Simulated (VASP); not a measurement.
Runs of VASP 6.6.1 on H. The structure is that of space group Cmce (No. 64), or close to it. The cells are those of the table. 

```tsv
cell	gap on the mesh (eV)	pressure (GPa)	largest force (eV/Å)
a = 3.615, b = 3.615, c = 4.018 Å, angles 90.0, 90.0, 88.8°, 4 atoms	9.22	1.7	1.26
a = 3.615, b = 3.615, c = 4.204 Å, angles 90.0, 90.0, 88.8°, 4 atoms	9.10	(b)	0.50
a = 3.560, b = 3.560, c = 4.018 Å, angles 90.0, 90.0, 88.8°, 4 atoms	9.21	(c)	(a)
a = 3.560, b = 3.560, c = 4.204 Å, angles 90.0, 90.0, 88.8°, 4 atoms	9.10	0.9	0.67
a = 3.615, b = 3.615, c = 4.142 Å, angles 90.0, 90.0, 88.8°, 4 atoms	9.14	0.9	0.75
```

Alike in all rows: task single point; level PBEsol; potentials or basis VASP PAW PBE potentials, release 64 (H); no spin polarisation; k mesh 6 × 6 × 6; cutoff (eV) 520; smearing gaussian 0.05 eV.

Question: Estimate the missing entries.

Answer: (a) 1.46; (b) 0.6; (c) 2.1.

Caveats: the PAW data sets were made with another functional, which shifts forces and pressure a little.

A k mesh can miss the band edges.
